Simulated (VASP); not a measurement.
# Sn (Immm) in VASP: a series of runs

The runs below take Sn through single point, with LDA.

All numbers are computed with VASP 6.6.1; they aren't measurements. Logs are shortened: lines on timing, memory, paths and dates and some standing lists are left out, and cuts for length are marked.

### Step 1. The cell of the first run

Symmetry: Immm, No. 71, orthorhombic system. Conventional cell: a = 3.453 Å, b = 3.551 Å, c = 4.677 Å, α = 90.00°, β = 90.00°, γ = 90.00°. Within 4.5 Å of Sn (site symmetry mmm) lie 12 Sn at 3.41 to 3.55 Å.

### Step 2. Single point, LDA

File INCAR:

```
SYSTEM = Sn
PREC = Accurate
ENCUT = 520
EDIFF = 1E-6
ISMEAR = 1
SIGMA = 0.05
LREAL = .FALSE.
LASPH = .TRUE.
NELM = 80
ALGO = Normal
ISIF = 2
LWAVE = .FALSE.
LCHARG = .FALSE.
NBANDS = 13
```

File KPOINTS:

```
regular mesh
0
G
  9 9 9
  0 0 0
```

File POSCAR:

```
Sn
1.0
   -1.7265400000      1.7755500000      2.3383400000
    1.7265400000     -1.7755500000      2.3383400000
    1.7265400000      1.7755500000     -2.3383400000
Sn
1
Direct
    0.0000000000      0.0000000000      0.0000000000
```

Potentials or basis: VASP PAW LDA potentials, release 64 (Sn_d).

On the command line:

```console
cat potpaw_LDA.64/Sn_d/POTCAR > POTCAR
mpirun -np 1 vasp_std > vasp.out
```

OUTCAR:

```text
SYSTEM = Sn
   PREC = Accurate
   ENCUT = 520
   EDIFF = 1E-6
   ISMEAR = 1
   LREAL = .FALSE.
   LASPH = .TRUE.
   NELM = 80
   ISIF = 2

 ion  position               nearest neighbor table
   1  0.000  0.000  0.000-

  LATTYP: Found a body centered orthorhombic cell.
 ALAT       =     3.4530800000
 B/A-ratio  =     1.0283862523
 C/A-ratio  =     1.3543503191

  Lattice vectors:

 A1 = (  -1.7265400000,   1.7755500000,   2.3383400000)
 A2 = (   1.7265400000,  -1.7755500000,   2.3383400000)
 A3 = (   1.7265400000,   1.7755500000,  -2.3383400000)

Analysis of symmetry for initial positions (statically):
=====================================================================
 Subroutine PRICEL returns:
 Original cell was already a primitive cell.

 Routine SETGRP: Setting up the symmetry group for a
 body centered orthorhombic supercell.

 Subroutine GETGRP returns: Found  8 space group operations
 (whereof  8 operations were pure point group operations)
 out of a pool of  8 trial point group operations.

The static configuration has the point symmetry D_2h.

Analysis of symmetry for dynamics (positions and initial velocities):
=====================================================================
 Subroutine PRICEL returns:
 Original cell was already a primitive cell.

 Routine SETGRP: Setting up the symmetry group for a
 body centered orthorhombic supercell.

 Subroutine GETGRP returns: Found  8 space group operations
 (whereof  8 operations were pure point group operations)
 out of a pool of  8 trial point group operations.

The dynamic configuration has the point symmetry D_2h.

 Subroutine INISYM returns: Found  8 space group operations
 (whereof  8 operations are pure point group operations),
 and found     1 'primitive' translations

----------------------------------------------------------------------------------------

                                     Primitive cell

  volume of cell :      28.6733

  direct lattice vectors                    reciprocal lattice vectors
    -1.726540000  1.775550000  2.338340000     0.000000000  0.281602884  0.213826903
     1.726540000 -1.775550000  2.338340000     0.289596534  0.000000000  0.213826903
     1.726540000  1.775550000 -2.338340000     0.289596534  0.281602884  0.000000000

  length of vectors
     3.406075767  3.406075767  3.406075767     0.353584684  0.359983468  0.403938531

[... 78 lines left out ...]
   EDIFF  = 0.1E-05   stopping-criterion for ELM
   LREAL  =      F    real-space projection
   EDIFFG = 0.1E-04   stopping-criterion for IOM
   NSW    =      0    number of steps for IOM
   IBRION =     -1    ionic relax: 0-MD 1-quasi-New 2-CG
   NFREE  =      0    steps in history (QN), initial steepest desc. (CG)
   ISIF   =      2    stress and relaxation
   ISYM   =      2    0-nonsym 1-usesym 2-fastsym
   POTIM  = 0.5000    time-step for ionic-motion
   TEBEG  =    0.0;   TEEND  =   0.0 temperature during run
   PSTRESS=    0.0 pullay stress
   NELECT =      14.0000    total number of electrons
   NUPDOWN=      -1.0000    fix difference up-down
   EMIN   =  10.00;   EMAX   =-10.00  energy-range for DOS
   EFERMI =   0.00;   METHOD = LEGACY
   ISMEAR =     1;   SIGMA  =   0.05  broadening in eV -4-tet -1-fermi 0-gaus
   EFERMI_NEDOS =   21; number of points for ismear=-14 and -15
   IALGO  =     38    algorithm
   IMIX   =      4    mixing-type and parameters
     AMIX     =   0.40;   BMIX     =  1.00
     AMIX_MAG =   1.60;   BMIX_MAG =  1.00
  volume/ion in A,a.u.               =      28.67       193.50
  Fermi-wavevector in a.u.,A,eV,Ry     =   1.289115  2.436075 22.610411  1.661818
  Thomas-Fermi vector in A             =   2.421028
   LORBIT       =      0    0 simple, 1 ext, 2 COOP (PROOUT), +10 PAW based schemes
   GGA     = CA    functional components
   LHFCALC =     F    Hartree Fock is set to
   AEXX    =    0.0000 exact exchange contribution
   IVDW    =     0    specifies the selected vdW correction
   LEPSILON=     F    determine dielectric tensor
   LRPA    =     F    only Hartree local field effects (RPA)
 non-spin polarized calculation
 Methfessel and Paxton  Order N= 1 SIGMA  =   0.05
  energy-cutoff  :      520.00
  volume of cell :       28.67
 maximum number of plane-waves:       793
 NGX is ok and might be reduce to    28
   NGX = 13   NGY = 13   NGZ = 13

 number of electron      13.9999998 magnetization

 Free energy of the ion-electron system (eV)
  ---------------------------------------------------
  ext. energy  EPLUGINS =         0.00000000
  ---------------------------------------------------
  free energy    TOTEN  =        -4.40423393 eV

  energy without entropy =       -4.40404012  energy(sigma->0) =       -4.40416933

 E-fermi :   7.1877     XC(G=0): -10.3510

 val. band max:        7.1856926514   @ k =  -0.1111   0.3333   0.0000
 cond. band min:       7.3124686384   @ k =   0.3333  -0.3333   0.1111
 fundamental gap:      0.1267759869
 Fermi energy:         7.1876952448

 k-point     1 :       0.0000    0.0000    0.0000
  band No.  band energies     occupation
      1     -14.2094      2.00000
      2     -14.1917      2.00000
      3     -14.1779      2.00000
      4     -14.1481      2.00000
      5     -14.1062      2.00000
      6      -3.5425      2.00000
      7      14.1473      0.00000
      8      14.3065      0.00000
      9      14.6915      0.00000
     10      17.9608      0.00000
     11      18.4375      0.00000
     12      18.9376      0.00000
     13      19.1015      0.00000
[... 354 lines left out ...]
  band No.  band energies     occupation
      1     -14.2011      2.00000
      2     -14.1869      2.00000
      3     -14.1597      2.00000
      4     -14.0881      2.00000
      5     -14.0809      2.00000
      6      -1.3373      2.00000
      7       5.9825      2.00000
      8      12.3614      0.00000
      9      13.1218      0.00000
     10      16.4830      0.00000
     11      17.5928      0.00000
     12      17.9871      0.00000
     13      19.5872      0.00000

 [... further k-points ...]
[... 5 lines left out ...]
  --------------------------------------------------------------------------------------
  -------------------------------------------------------------------------------------
  Total       -0.8697131     -1.0015082     -0.5949501      0.0000000      0.0000000      0.0000000
  in kB      -48.5969942    -55.9613151    -33.2440485      0.0000000      0.0000000      0.0000000
  external PRESSURE =     -45.9341193 kB  Pullay stress =       0.0000000 kB

 VOLUME and BASIS-vectors are now :
 -----------------------------------------------------------------------------
  energy-cutoff  :      520.00
  volume of cell :       28.67
      direct lattice vectors                 reciprocal lattice vectors
    -1.726540000  1.775550000  2.338340000     0.000000000  0.281602884  0.213826903
     1.726540000 -1.775550000  2.338340000     0.289596534  0.000000000  0.213826903
     1.726540000  1.775550000 -2.338340000     0.289596534  0.281602884  0.000000000

 POSITION                                       TOTAL-FORCE (eV/Angst)
 -----------------------------------------------------------------------------------
      0.00000      0.00000      0.00000        -0.000000      0.000000      0.000000
 -----------------------------------------------------------------------------------
    total drift:                               -0.000000     -0.000000     -0.000000

  FREE ENERGIE OF THE ION-ELECTRON SYSTEM (eV)
  ---------------------------------------------------
  free  energy   TOTEN  =        -4.4042339311 eV

  energy  without entropy=       -4.4040401216  energy(sigma->0) =       -4.40416933
```

stdout:

```text
POSCAR found type information on POSCAR Sn
 POSCAR found :  1 types and       1 ions
 scaLAPACK will be used
 LDA part: xc-table for (Slater(with rela. corr.)+CA(PZ))
 , standard interpolation
 POSCAR, INCAR and KPOINTS ok, starting setup
 FFT: planning ... GRIDC
 FFT: planning ... GRID_SOFT
 FFT: planning ... GRID
 WAVECAR not read
 entering main loop
```

Wall time 48 s (1 thread of Intel Xeon 8259CL, shared host); peak memory 0.17 GiB.

Results:

```
Free energy            : -4.4042 eV
Pressure               : -4.6 GPa
Band gap on the k mesh : zero (band 7 reaches 14.15 eV, above the bottom of band 8 at 5.34 eV)
```

Caveat: spin-orbit coupling is left out, which moves the levels of the heavy elements.

### Step 3. Single point, LDA

File INCAR:

```
SYSTEM = Sn
PREC = Accurate
ENCUT = 520
EDIFF = 1E-7
ISMEAR = 1
SIGMA = 0.05
LREAL = .False.
LASPH = .True.
NELM = 60
ALGO = Normal
ISIF = 2
LWAVE = .False.
LCHARG = .True.
GGA = CA
LELF = .True.
LVHAR = .True.
NBANDS = 13
```

File KPOINTS:

```
Automatic mesh
0
Gamma
  11 11 11
  0 0 0
```

POSCAR is that of step 2.

Potentials or basis: VASP PAW LDA potentials, release 64 (Sn_d).

On the command line:

```console
cat potpaw_LDA.64/Sn_d/POTCAR > POTCAR
mpirun -np 1 vasp_std > vasp.out
```

Run time: 1.8 min. Hardware: 1 thread of Intel Xeon 8259CL, shared host; peak memory 0.2 GiB.

Results (log left out):

| Item | Value |
| --- | --- |
| Free energy | -4.3998 eV |
| Pressure | -4.8 GPa |
| Band gap on the k mesh | zero (band 7 reaches 14.15 eV, above the bottom of band 8 at 5.49 eV) |

Stress tensor (GPa, compression positive):
```
-4.01  0.00  0.00
 0.00 -6.07  0.00
 0.00  0.00 -4.35
```

Levels at points of the mesh, in eV from the Fermi level:
| k point | band 4 | band 5 | band 6 | band 7 | band 8 | band 9 | band 10 | band 11 |
| --- | --- | --- | --- | --- | --- | --- | --- | --- |
| (0.00, 0.00, 0.00) | -21.40 | -21.36 | -10.79 | 6.90 | 7.05 | 7.44 | 10.71 | 11.19 |

Caveat: spin-orbit coupling is left out, which moves the levels of the heavy elements.
